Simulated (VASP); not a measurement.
Runs of VASP 6.6.1 on BaTiO3. The structure is trigonal, space group R3m (No. 160). The conventional cell has a = 5.655 Å, b = 5.655 Å, c = 6.955 Å, α = 90.00°, β = 90.00°, γ = 120.00°. Within 3.7 Å of Ba (site symmetry 3m) lie 12 O at 2.79 to 2.89 Å and 8 Ti at 3.37 to 3.59 Å. Within 2.5 Å of Ti (site symmetry 3m) lie 6 O at 1.87 to 2.14 Å. Within 2.5 Å of O (site symmetry m) lie 2 Ti at 1.87 to 2.14 Å. 

| level | U | gap on the mesh (eV) | pressure (GPa) | largest force (eV/Å) |
| --- | --- | --- | --- | --- |
| PBEsol+U | Ti d U = 6.0 eV | 2.98 | 6.1 | 1.74 |
| PBEsol | - | 2.34 | (c) | 0.14 |
| PBEsol+U | Ti d U = 3.0 eV | 2.63 | 3.4 | (a) |
| PBEsol+U | Ti d U = 1.5 eV | 2.48 | 1.9 | (b) |
| PBEsol+U | Ti d U = 4.5 eV | 2.80 | 4.7 | 1.33 |

Alike in all rows: task single point; potentials or basis VASP PAW PBE potentials, release 64 (Ba_sv, Ti_sv, O); no spin polarisation; cell as given; k mesh 6 × 6 × 6; cutoff (eV) 520; smearing gaussian 0.01 eV.

**Question.** Fill in the values left out.

**Answer.** (a) 0.93; (b) 0.53; (c) 0.6.

Caveats: the PAW data sets were made with another functional, which shifts forces and pressure a little; spin-orbit coupling is left out, which moves the levels of the heavy elements.

A k mesh can miss the band edges, and the runs leave out spin-orbit coupling on Ba.
